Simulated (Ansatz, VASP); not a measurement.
# C, level by level in two programs

```
C
1.0
     2.47061    0.00000    0.00000
    -1.23531    2.13961    0.00000
     0.00000    0.00000    8.06895
C
8
Direct
  0.66667 0.33333 0.84375
  0.33333 0.66667 0.34375
  0.66667 0.33333 0.65625
  0.33333 0.66667 0.15625
  0.00000 0.00000 0.90625
  0.00000 0.00000 0.40625
  0.00000 0.00000 0.59375
  0.00000 0.00000 0.09375
```

Single points on this cell with VASP 6.6.1 and Ansatz 0.2.0. Each row is one pair of runs. Alike in all rows: spin: off; k mesh: 12 × 12 × 4; smearing: fermi-dirac, width 0.05 eV.

| level | VASP's potentials, cutoff | Ansatz's potentials, cutoff | gap on the k mesh at the Fermi level (eV), VASP | gap on the k mesh at the Fermi level (eV), Ansatz | least direct gap on the mesh (eV), VASP | least direct gap on the mesh (eV), Ansatz | rms of the force components (eV/Å), VASP | rms of the force components (eV/Å), Ansatz |
| --- | --- | --- | --- | --- | --- | --- | --- | --- |
| revPBE+D4 | VASP PAW PBE potentials, release 64 (C), 520 eV | Ansatz PAW, 420 eV | 4.55 | 4.56 | 5.31 | 5.33 | 0.209 | 0.209 |
| r2SCAN+D3(BJ) | VASP PAW PBE potentials, release 64 (C), 520 eV | Ansatz PAW, 500 eV | 4.78 | 4.80 | 5.54 | 5.59 | 0.223 | 0.222 |
| LDA | VASP PAW LDA potentials, release 64 (C), 520 eV | Ansatz PAW, 420 eV | 4.53 | 4.54 | 5.27 | 5.27 | 0.212 | 0.212 |
| r2SCAN+rVV10 | VASP PAW PBE potentials, release 64 (C), 520 eV | Ansatz PAW, 500 eV | 4.74 | 4.77 | 5.53 | 5.58 | 0.224 | 0.223 |
| BLYP+D4 | VASP PAW PBE potentials, release 64 (C), 520 eV | Ansatz PAW, 420 eV | 4.92 | 4.92 | 5.50 | 5.49 | 0.209 | 0.208 |
| LDA | VASP PAW LDA potentials, release 64 (C), 520 eV | JTH PAW LDA, 780 eV | 4.53 | 4.53 | 5.27 | 5.27 | 0.212 | 0.211 |

Gap on the k mesh at the fermi level (eV): the two programs differ by at most 0.026; least direct gap on the mesh (eV): the two programs differ by at most 0.05; rms of the force components (eV/Å): the two programs differ by at most 0.0012.

Noted on Ansatz's runs: Pulay correction over one GPa.
